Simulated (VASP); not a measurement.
Wanted: the native input for a VASP 6.6.1 run.

```yaml
Task: single point
Functional: PBE
Potentials_or_basis: VASP PAW PBE potentials, release 64 (Y_sv, Al, N)
Cutoff: 520 eV
k_mesh: 4 × 4 × 4
Occupations: gaussian, width 0.1 eV
Spin: no spin polarisation
Dipole_correction: no
Further_INCAR_settings: ALGO = Normal; EDIFF = 1e-06; NBANDS = 30
```

The structure of YAl3N4 lies in POSCAR:

```
YAl3N4
1.0
    4.6350757979      0.0000000000      0.0000000000
    0.0000000000      4.6350757979      0.0000000000
    0.0000000000      0.0000000000      4.6350757979
Y Al N
1 3 4
Direct
    0.5000000000      0.5000000000      0.5000000000
    0.5000000000      0.0000000000      0.0000000000
    0.0000000000      0.0000000000      0.5000000000
    0.0000000000      0.5000000000      0.0000000000
    0.7722684646      0.2277315354      0.7722684646
    0.7722684646      0.7722684646      0.2277315354
    0.2277315354      0.2277315354      0.2277315354
    0.2277315354      0.7722684646      0.7722684646
```

The input as run:

INCAR

```
PREC = Accurate
ENCUT = 520
EDIFF = 1E-6
ISMEAR = 0
SIGMA = 0.1
LREAL = F
LASPH = T
NELM = 60
ALGO = Normal
ISIF = 2
LWAVE = F
LCHARG = F
GGA = PE
NBANDS = 30
```

KPOINTS

```
Automatic mesh
0
Gamma
  4 4 4
```

Potentials or basis: VASP PAW PBE potentials, release 64 (Y_sv, Al, N).

The run is started by

```bash
$ cat potpaw_PBE.64/Y_sv/POTCAR potpaw_PBE.64/Al/POTCAR potpaw_PBE.64/N/POTCAR > POTCAR
$ mpirun -np 1 vasp_std > vasp.out
```

It gave:

```yaml
Pressure: -0.6 GPa
Largest_force: 0.030 eV/Å
Band_gap_on_the_k_mesh: 2.31 eV (least direct gap 3.02 eV)
```

Wall time 41 s on 1 thread of Intel Xeon 8259CL, with other jobs on the host, peak memory 0.22 GiB.
